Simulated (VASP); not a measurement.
A run of VASP 6.6.1 is set up as follows.

File INCAR:

```
PREC = Accurate
ENCUT = 600
EDIFF = 1E-6
ISMEAR = 0
SIGMA = 0.1
LREAL = F
LASPH = T
NELM = 80
ALGO = Normal
ISIF = 3
LWAVE = F
LCHARG = F
GGA = PE
IBRION = 2
NSW = 90
EDIFFG = -0.04
```

KPOINTS

```
regular mesh
0
Gamma
  4 4 4
```

File POSCAR:

```
Si4Ge
1.0
    5.2671505975      0.0000000000      0.0000000000
    0.6080342469      5.3686218524      0.0000000000
    1.8596215653      1.4544508059      5.6961511902
Si Ge
8 2
Direct
    0.7115763449      0.0125129642      0.3042949176
    0.7199404449      0.0170009679      0.8192639338
    0.2884236551      0.9874870358      0.6957050824
    0.2800595551      0.9829990321      0.1807360662
    0.9970693236      0.7116673716      0.5770981079
    0.9971979888      0.7042273659      0.0788734546
    0.0029306764      0.2883326284      0.4229018921
    0.0028020112      0.2957726341      0.9211265454
    0.4996153290      0.4972092675      0.7164614539
    0.5003846710      0.5027907325      0.2835385461
```

Potentials or basis: VASP PAW PBE potentials, release 64 (Si, Ge_d).

Launch:

```bash
$ cat potpaw_PBE.64/Si/POTCAR potpaw_PBE.64/Ge_d/POTCAR > POTCAR
$ mpirun -np 1 vasp_std > vasp.out
```

Task: Predict the band gap on the k mesh.

Result: Zero (bands 30 and 31 overlap by 1.75 eV).

Task: Estimate the relaxed volume.

Result: 16.20 Å³/atom.

Task: Predict the space group after relaxing (to 0.1 Å).

Result: P-1 (No. 2).

Task: Predict the relaxed cell.

Result: a = 5.340 Å, b = 5.403 Å, c = 6.135 Å, α = 74.17°, β = 72.12°, γ = 84.02°.

Stress tensor (GPa, compression positive):
```
 0.08 -0.06 -0.03
-0.06  0.07 -0.04
-0.03 -0.04 -0.07
```
